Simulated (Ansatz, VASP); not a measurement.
# Two plane-wave programs on Bi

Contents of INCAR:

```
SYSTEM = Bi
PREC     = Accurate       ! precision mode
ENCUT    = 520            ! plane-wave cutoff, eV
EDIFF    = 1E-7           ! SCF threshold, eV
ISMEAR   = -1             ! smearing method
SIGMA    = 0.1            ! smearing width, eV
LREAL    = .False.        ! projectors in reciprocal space
LASPH    = .True.         ! aspherical terms in the spheres
NELM     = 60             ! most SCF steps
ALGO     = Normal         ! electronic algorithm
ISIF     = 2              ! what is computed and relaxed
LWAVE    = .False.        ! write WAVECAR
LCHARG   = .False.        ! write CHGCAR
GGA      = RE             ! functional
NBANDS   = 22             ! bands
```

Contents of KPOINTS:

```
regular mesh
0
Gamma
  14 14 14
  0 0 0
```

The input POSCAR:

```
Bi
1.0
    2.2698090487      1.3104748653      4.1076774202
   -2.2698090487      1.3104748653      4.1076774202
    0.0000000000     -2.6209497306      4.1076774202
Bi
2
Direct
    0.2318384145      0.2318384145      0.2318384145
    0.7681615855      0.7681615855      0.7681615855
```

Input for Ansatz:

```yaml
crystal:
  lattice:
    - [2.2698090487, 1.3104748653, 4.1076774202]
    - [-2.2698090487, 1.3104748653, 4.1076774202]
    - [0.0, -2.6209497306, 4.1076774202]
  atoms:
    - { symbol: Bi, position: [0.2318384145, 0.2318384145, 0.2318384145] }
    - { symbol: Bi, position: [0.7681615855, 0.7681615855, 0.7681615855] }
hamiltonian:
  xc: revpbe
  pseudopotentials:
    kind: paw
    azcp:
      Bi: "pseudopotentials/Bi.paw.azcp"
basis:
  ecutwfc: 420
  fft_grid_basis: typed
kpoints:
  mp_grid: { grid: [14, 14, 14], shift: [0, 0, 0] }
magnetization:
  spin_polarized: false
scf:
  occupations: { method: fermi_dirac, width: 0.1 }
output:
  stress: true
```

Alike in both runs: task single point; functional revPBE; k mesh 14 × 14 × 14; occupations fermi-dirac, width 0.1 eV; no spin polarisation.

|  | VASP | Ansatz |
| --- | --- | --- |
| version | VASP 6.6.1 | Ansatz 0.2.0 |
| potentials or method | VASP PAW PBE potentials, release 64 (Bi_d), cutoff 520 eV | plane waves (420 eV) with PAW, scalar-relativistic |
| valence electrons in the cell | 30 | 30 |

```tsv
	VASP	Ansatz	Ansatz less VASP
pressure (GPa)	1.7	1.8	+0.05
traceless stress, the component that is largest in VASP (GPa)	-0.16	-0.16	+0.001
```

VASP's potentials were made for PBE, not for revPBE. With one functional, cell and mesh, what is left measures potentials, basis and numerics.

Neither program's run includes spin-orbit coupling.
